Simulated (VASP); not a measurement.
Crystal: Y2P.

```xyz
3
Lattice="1.9117 1.1037 5.7738 -1.9117 1.1037 5.7738 0.0000 -2.2075 5.7738" Properties=species:S:1:pos:R:3 pbc="T T T"
Y     0.0000    0.0000   12.9912
Y     0.0000    0.0000    4.3304
P     0.0000    0.0000    0.0000
```

| Item | Value |
| --- | --- |
| Program | VASP 6.6.1 |
| Task | relaxation of cell and atoms |
| Functional | PBE |
| Potentials or basis | VASP PAW PBE potentials, release 64 (Y_sv, P) |
| Cutoff | 500 eV |
| k mesh | 6 × 6 × 6 |
| Occupations | gaussian, width 0.1 eV |
| Spin | no spin polarisation |

At the start: pressure 11.0 GPa; volume 24.37 Å³/atom.

Q: How do energy, volume and symmetry change on relaxing?

A: Over 9 steps the energy falls by 113.7 meV/atom and the volume is 27.47 Å³/atom (+12.7 %); space group R-3m (No. 166, to 0.1 Å) before and after.

Step by step:
```tsv
step	energy change (eV)	largest force (eV/Å)	pressure (GPa)	volume (Å³)
1	0.0000	1.2364	10.98	73.10
2	-0.0698	0.8098	-6.63	92.21
3	-0.3239	0.0893	-0.28	82.37
4	-0.3241	0.0697	-0.11	82.18
5	-0.3354	0.0853	-0.07	82.19
6	-0.3399	0.0977	-0.02	82.18
7	-0.3406	0.0439	0.14	82.13
8	-0.3407	0.0042	0.28	82.09
9	-0.3410	0.0132	0.09	82.41
```

Final structure:
```xyz
3
Lattice="1.9564 1.1295 6.2160 -1.9564 1.1295 6.2160 0.0000 -2.2590 6.2160" Properties=species:S:1:pos:R:3 pbc="T T T"
Y     0.0000    0.0000   14.0021
Y     0.0000    0.0000    4.6458
P     0.0000    0.0000    0.0000
```
